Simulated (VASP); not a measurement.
# BiTe (Fm-3m) in VASP: settings compared

BiTe is run at these levels: r2SCAN+rVV10, PBE exchange alone, PBEsol, BLYP+D3(BJ); tasks: single point.

Everything below comes from runs of VASP 6.6.1. Logs are shortened: lines on timing, memory, paths and dates and some standing lists are left out, and cuts for length are marked.

### 1 The cell of the first run

It takes space group Fm-3m (No. 225, cubic). The conventional cell has a = 6.470 Å, b = 6.470 Å, c = 6.470 Å, α = 90.00°, β = 90.00°, γ = 90.00°. Bi (site symmetry m-3m) has 6 Te at 3.23 Å within 4.3 Å. Within 4.3 Å of Te (site symmetry m-3m) lie 6 Bi at 3.23 Å.

### 2 Single point, r2SCAN+rVV10

Contents of POSCAR:

```
BiTe
1.0
    0.0000000000      3.2350000000      3.2350000000
    3.2350000000      0.0000000000      3.2350000000
    3.2350000000      3.2350000000      0.0000000000
Bi Te
1 1
Direct
    0.0000000000      0.0000000000      0.0000000000
    0.5000000000      0.5000000000      0.5000000000
```

Contents of INCAR.step1:

```
PREC = Accurate
ENCUT = 520
ISMEAR = -1
SIGMA = 0.01
LREAL = False
LASPH = True
NELM = 100
NBANDS = 18
GGA = PE
ALGO = Normal
EDIFF = 1E-4
LWAVE = True
LCHARG = False
```

Contents of INCAR.step2:

```
PREC = Accurate
ENCUT = 520
EDIFF = 1E-6
ISMEAR = -1
SIGMA = 0.01
LREAL = False
LASPH = True
NELM = 100
ALGO = Normal
ISIF = 2
LWAVE = False
LCHARG = False
METAGGA = R2SCAN
LMIXTAU = True
LUSE_VDW = True
IVDW_NL = 2
BPARAM = 11.95
CPARAM = 0.0093
NBANDS = 18
ISTART = 1
```

Contents of KPOINTS:

```
Automatic mesh
0
Gamma
  7 7 7
```

Potentials or basis: VASP PAW PBE potentials, release 64 (Bi_d, Te).

On the command line:

```bash
$ cat potpaw_PBE.64/Bi_d/POTCAR potpaw_PBE.64/Te/POTCAR > POTCAR
$ cp INCAR.step1 INCAR
$ mpirun -np 1 vasp_std > vasp.out
$ cp INCAR.step2 INCAR
$ mpirun -np 1 vasp_std > vasp.out
```

OUTCAR:

```text
PREC = Accurate
   ENCUT = 520
   EDIFF = 1E-6
   ISMEAR = -1
   LREAL = False
   LASPH = True
   NELM = 100
   ISIF = 2
   METAGGA = R2SCAN
   IVDW_NL = 2
   BPARAM = 11.95
   ISTART = 1

 ion  position               nearest neighbor table
   1  0.000  0.000  0.000-   2 3.23   2 3.23   2 3.23   2 3.23   2 3.23   2 3.23
   2  0.500  0.500  0.500-   1 3.23   1 3.23   1 3.23   1 3.23   1 3.23   1 3.23

  LATTYP: Found a face centered cubic cell.
 ALAT       =     6.4700000000

  Lattice vectors:

 A1 = (   0.0000000000,   3.2350000000,   3.2350000000)
 A2 = (   3.2350000000,   0.0000000000,   3.2350000000)
 A3 = (   3.2350000000,   3.2350000000,   0.0000000000)

Analysis of symmetry for initial positions (statically):
=====================================================================
 Subroutine PRICEL returns:
 Original cell was already a primitive cell.

 Routine SETGRP: Setting up the symmetry group for a
 face centered cubic supercell.

 Subroutine GETGRP returns: Found 48 space group operations
 (whereof 48 operations were pure point group operations)
 out of a pool of 48 trial point group operations.

The static configuration has the point symmetry O_h .

Analysis of symmetry for dynamics (positions and initial velocities):
=====================================================================
 Subroutine PRICEL returns:
 Original cell was already a primitive cell.

 Routine SETGRP: Setting up the symmetry group for a
 face centered cubic supercell.

 Subroutine GETGRP returns: Found 48 space group operations
 (whereof 48 operations were pure point group operations)
 out of a pool of 48 trial point group operations.

The dynamic configuration has the point symmetry O_h .

 Subroutine INISYM returns: Found 48 space group operations
 (whereof 48 operations are pure point group operations),
 and found     1 'primitive' translations

----------------------------------------------------------------------------------------

                                     Primitive cell

  volume of cell :      67.7100

  direct lattice vectors                    reciprocal lattice vectors
     0.000000000  3.235000000  3.235000000    -0.154559505  0.154559505  0.154559505
     3.235000000  0.000000000  3.235000000     0.154559505 -0.154559505  0.154559505
     3.235000000  3.235000000  0.000000000     0.154559505  0.154559505 -0.154559505

  length of vectors
     4.574980874  4.574980874  4.574980874     0.267704916  0.267704916  0.267704916

  position of ions in fractional coordinates (direct lattice)
     0.000000000  0.000000000  0.000000000
     0.500000000  0.500000000  0.500000000

  ion indices of the primitive-cell ions
   primitive index   ion index
                 1           1
                 2           2

----------------------------------------------------------------------------------------

 KPOINTS: Automatic mesh

Automatic generation of k-mesh.
 Grid dimensions read from file:
 generate k-points for:    7    7    7

 Generating k-lattice:

  Cartesian coordinates                     Fractional coordinates (reciprocal lattice)
    -0.022079929  0.022079929  0.022079929     0.142857143  0.000000000  0.000000000
     0.022079929 -0.022079929  0.022079929     0.000000000  0.142857143  0.000000000
     0.022079929  0.022079929 -0.022079929     0.000000000  0.000000000  0.142857143

  Length of vectors
     0.038243559  0.038243559  0.038243559

  Shift w.r.t. Gamma in fractional coordinates (k-lattice)
     0.000000000  0.000000000  0.000000000

 Subroutine IBZKPT returns following result:
 ===========================================

 Found     20 irreducible k-points:

 Following reciprocal coordinates:
            Coordinates               Weight
  0.000000  0.000000  0.000000      1.000000
  0.142857  0.000000  0.000000      8.000000
  0.285714  0.000000  0.000000      8.000000
  0.428571  0.000000  0.000000      8.000000
  0.142857  0.142857  0.000000      6.000000
  0.285714  0.142857  0.000000     24.000000
[... 12 lines left out ...]
 -0.428571  0.428571  0.142857     24.000000
 -0.285714  0.428571  0.142857     24.000000
   k-points           NKPTS =     20   k-points in BZ     NKDIM =     20   number of bands    NBANDS=     18
   number of dos      NEDOS =    301   number of ions     NIONS =      2
   total plane-waves  NPLWV =  46656
   dimension x,y,z NGX =    36 NGY =   36 NGZ =   36
   dimension x,y,z NGXF=    72 NGYF=   72 NGZF=   72
   ions per type =               1   1
   NGX,Y,Z   is equivalent  to a cutoff of  13.08, 13.08, 13.08 a.u.
   NGXF,Y,Z  is equivalent  to a cutoff of  26.16, 26.16, 26.16 a.u.
 SYSTEM =  unknown system
   PREC   = accura    normal or accurate (medium, high low for compatibility)
   ISTART =      1    job   : 0-new  1-cont  2-samecut
   ICHARG =      0    charge: 1-file 2-atom 10-const
   ISPIN  =      1    spin polarized calculation?
   LNONCOLLINEAR =      F non collinear calculations
   LSORBIT =      F    spin-orbit coupling
   LASPH  =      T    aspherical Exc in radial PAW
   ENCUT  =  520.0 eV  38.22 Ry    6.18 a.u.   8.51  8.51  8.51*2*pi/ulx,y,z
   NELM   =    100;   NELMIN=  2; NELMDL=  0     # of ELM steps
   EDIFF  = 0.1E-05   stopping-criterion for ELM
   LREAL  =      F    real-space projection
   EDIFFG = 0.1E-04   stopping-criterion for IOM
   NSW    =      0    number of steps for IOM
   IBRION =     -1    ionic relax: 0-MD 1-quasi-New 2-CG
   NFREE  =      0    steps in history (QN), initial steepest desc. (CG)
   ISIF   =      2    stress and relaxation
   ISYM   =      2    0-nonsym 1-usesym 2-fastsym
   POTIM  = 0.5000    time-step for ionic-motion
   TEBEG  =    0.0;   TEEND  =   0.0 temperature during run
   PSTRESS=    0.0 pullay stress
   NELECT =      21.0000    total number of electrons
   NUPDOWN=      -1.0000    fix difference up-down
   EMIN   =  10.00;   EMAX   =-10.00  energy-range for DOS
   EFERMI =   0.00;   METHOD = LEGACY
   ISMEAR =    -1;   SIGMA  =   0.01  broadening in eV -4-tet -1-fermi 0-gaus
   EFERMI_NEDOS =   21; number of points for ismear=-14 and -15
   IALGO  =     38    algorithm
   IMIX   =      4    mixing-type and parameters
     AMIX     =   0.40;   BMIX     =  1.00
     AMIX_MAG =   1.60;   BMIX_MAG =  1.00
  volume/ion in A,a.u.               =      33.86       228.46
  Fermi-wavevector in a.u.,A,eV,Ry     =   1.108146  2.094092 16.707785  1.227988
  Thomas-Fermi vector in A             =   2.244669
   LORBIT       =      0    0 simple, 1 ext, 2 COOP (PROOUT), +10 PAW based schemes
   METAGGA = R2SCAN    functional components
   LHFCALC =     F    Hartree Fock is set to
   AEXX    =    0.0000 exact exchange contribution
   IVDW_NL    =     2    kernel type
   BPARAM     =11.9500
   IVDW    =     0    specifies the selected vdW correction
   LEPSILON=     F    determine dielectric tensor
   LRPA    =     F    only Hartree local field effects (RPA)
 non-spin polarized calculation
  energy-cutoff  :      520.00
  volume of cell :       67.71
 maximum number of plane-waves:      1841
 NGX is ok and might be reduce to    36
   NGX = 17   NGY = 17   NGZ = 17

 number of electron      21.0000001 magnetization

 Free energy of the ion-electron system (eV)
  ---------------------------------------------------
  ext. energy  EPLUGINS =         0.00000000
  ---------------------------------------------------
  free energy    TOTEN  =       -83.45249499 eV

  energy without entropy =      -83.45186293  energy(sigma->0) =      -83.45217896

 E-fermi :   6.6530     XC(G=0): -10.0415

 val. band max:        6.5728752388   @ k =   0.2857   0.1429   0.0000
 cond. band min:       6.6633067984   @ k =   0.1429   0.1429   0.0000
 fundamental gap:      0.0904315596
 Fermi energy:         6.6530230421

 k-point     1 :       0.0000    0.0000    0.0000
  band No.  band energies     occupation
      1     -17.2872      2.00000
      2     -17.2872      2.00000
      3     -17.2819      2.00000
      4     -17.2819      2.00000
      5     -17.2819      2.00000
      6      -7.5637      2.00000
[... 10 lines left out ...]
     17      13.2732      0.00000
     18      13.5083      0.00000

 k-point     2 :       0.1429    0.0000    0.0000
  band No.  band energies     occupation
      1     -17.2880      2.00000
      2     -17.2880      2.00000
      3     -17.2815      2.00000
      4     -17.2807      2.00000
      5     -17.2807      2.00000
      6      -7.3706      2.00000
[... 10 lines left out ...]
     17      14.3930      0.00000
     18      14.5830      0.00000

 k-point     3 :       0.2857    0.0000    0.0000
  band No.  band energies     occupation
      1     -17.2903      2.00000
      2     -17.2903      2.00000
      3     -17.2806      2.00000
      4     -17.2775      2.00000
      5     -17.2775      2.00000
      6      -6.8021      2.00000
[... 10 lines left out ...]
     17      16.3638      0.00000
     18      16.8270      0.00000

 k-point     4 :       0.4286    0.0000    0.0000
  band No.  band energies     occupation
      1     -17.2923      2.00000
      2     -17.2923      2.00000
      3     -17.2800      2.00000
      4     -17.2749      2.00000
      5     -17.2749      2.00000
      6      -5.9031      2.00000
[... 10 lines left out ...]
     17      15.6434      0.00000
     18      17.0948      0.00000

 k-point     5 :       0.1429    0.1429    0.0000
  band No.  band energies     occupation
      1     -17.2900      2.00000
      2     -17.2862      2.00000
      3     -17.2825      2.00000
      4     -17.2798      2.00000
      5     -17.2798      2.00000
      6      -7.3093      2.00000
[... 10 lines left out ...]
     17      13.6082      0.00000
     18      13.7616      0.00000

 k-point     6 :       0.2857    0.1429    0.0000
  band No.  band energies     occupation
      1     -17.2928      2.00000
      2     -17.2869      2.00000
      3     -17.2822      2.00000
      4     -17.2777      2.00000
      5     -17.2769      2.00000
      6      -6.8768      2.00000
[... 10 lines left out ...]
     17      14.8864      0.00000
     18      15.0328      0.00000

 k-point     7 :       0.4286    0.1429    0.0000
  band No.  band energies     occupation
      1     -17.2945      2.00000
      2     -17.2893      2.00000
      3     -17.2804      2.00000
      4     -17.2759      2.00000
      5     -17.2743      2.00000
      6      -6.1101      2.00000
[... 10 lines left out ...]
     17      15.6223      0.00000
     18      16.7556      0.00000

 k-point     8 :      -0.4286    0.1429    0.0000
  band No.  band energies     occupation
      1     -17.2938      2.00000
      2     -17.2912      2.00000
      3     -17.2791      2.00000
      4     -17.2753      2.00000
      5     -17.2744      2.00000
      6      -5.4696      2.00000
[... 10 lines left out ...]
     17      16.4507      0.00000
     18      17.6172      0.00000
[... 145 lines left out ...]
     17      17.3794      0.00000
     18      17.3794      0.00000

 k-point    16 :      -0.4286    0.4286    0.0000
  band No.  band energies     occupation
      1     -17.3026      2.00000
      2     -17.2841      2.00000
      3     -17.2836      2.00000
      4     -17.2716      2.00000
      5     -17.2711      2.00000
      6      -5.5597      2.00000
[... 10 lines left out ...]
     17      16.4833      0.00000
     18      17.1820      0.00000

 k-point    17 :       0.4286    0.2857    0.1429
  band No.  band energies     occupation
      1     -17.2953      2.00000
      2     -17.2873      2.00000
      3     -17.2818      2.00000
      4     -17.2753      2.00000
      5     -17.2753      2.00000
      6      -6.3602      2.00000
[... 10 lines left out ...]
     17      15.5964      0.00000
     18      16.0183      0.00000

 k-point    18 :      -0.4286    0.2857    0.1429
  band No.  band energies     occupation
      1     -17.2962      2.00000
      2     -17.2888      2.00000
      3     -17.2794      2.00000
      4     -17.2761      2.00000
      5     -17.2731      2.00000
      6      -5.5820      2.00000
[... 10 lines left out ...]
     17      16.2005      0.00000
     18      17.5917      0.00000

 k-point    19 :      -0.4286    0.4286    0.1429
  band No.  band energies     occupation
      1     -17.3005      2.00000
      2     -17.2852      2.00000
      3     -17.2827      2.00000
      4     -17.2737      2.00000
      5     -17.2712      2.00000
      6      -5.5826      2.00000
[... 10 lines left out ...]
     17      17.0021      0.00000
     18      17.5221      0.00000

 k-point    20 :      -0.2857    0.4286    0.1429
  band No.  band energies     occupation
      1     -17.2985      2.00000
      2     -17.2873      2.00000
      3     -17.2795      2.00000
      4     -17.2765      2.00000
      5     -17.2713      2.00000
      6      -5.1541      2.00000
[... 10 lines left out ...]
     17      16.5038      0.00000
     18      17.3755      0.00000

------------------------ aborting loop because EDIFF is reached ----------------------------------------

  FORCE on cell =-STRESS in cart. coord.  units (eV):
  Direction    XX          YY          ZZ          XY          YZ          ZX
  --------------------------------------------------------------------------------------
  -------------------------------------------------------------------------------------
  Total       -0.2871670     -0.2871670     -0.2871670     -0.0000000      0.0000000      0.0000000
  in kB       -6.7950431     -6.7950431     -6.7950431     -0.0000000      0.0000000      0.0000000
  external PRESSURE =      -6.7950431 kB  Pullay stress =       0.0000000 kB

 VOLUME and BASIS-vectors are now :
 -----------------------------------------------------------------------------
  energy-cutoff  :      520.00
  volume of cell :       67.71
      direct lattice vectors                 reciprocal lattice vectors
     0.000000000  3.235000000  3.235000000    -0.154559505  0.154559505  0.154559505
     3.235000000  0.000000000  3.235000000     0.154559505 -0.154559505  0.154559505
     3.235000000  3.235000000  0.000000000     0.154559505  0.154559505 -0.154559505

 POSITION                                       TOTAL-FORCE (eV/Angst)
 -----------------------------------------------------------------------------------
      0.00000      0.00000      0.00000        -0.000000      0.000000     -0.000000
      3.23500      3.23500      3.23500         0.000000     -0.000000      0.000000
 -----------------------------------------------------------------------------------
    total drift:                               -0.000000      0.000000      0.000000

  FREE ENERGIE OF THE ION-ELECTRON SYSTEM (eV)
  ---------------------------------------------------
  free  energy   TOTEN  =       -83.4524949880 eV

  energy  without entropy=      -83.4518629301  energy(sigma->0) =      -83.45217896
```

Wall time 5.6 min (1 thread of AMD EPYC 7R13, shared host); peak memory 0.37 GiB.

Results:

```yaml
Free_energy: -83.4525 eV
Pressure: -0.7 GPa
```

Caveat: the PAW data sets were made with another functional, which shifts forces and pressure a little; spin-orbit coupling is left out, which moves the levels of the heavy elements.

(Part 1 of 2 ends here.)
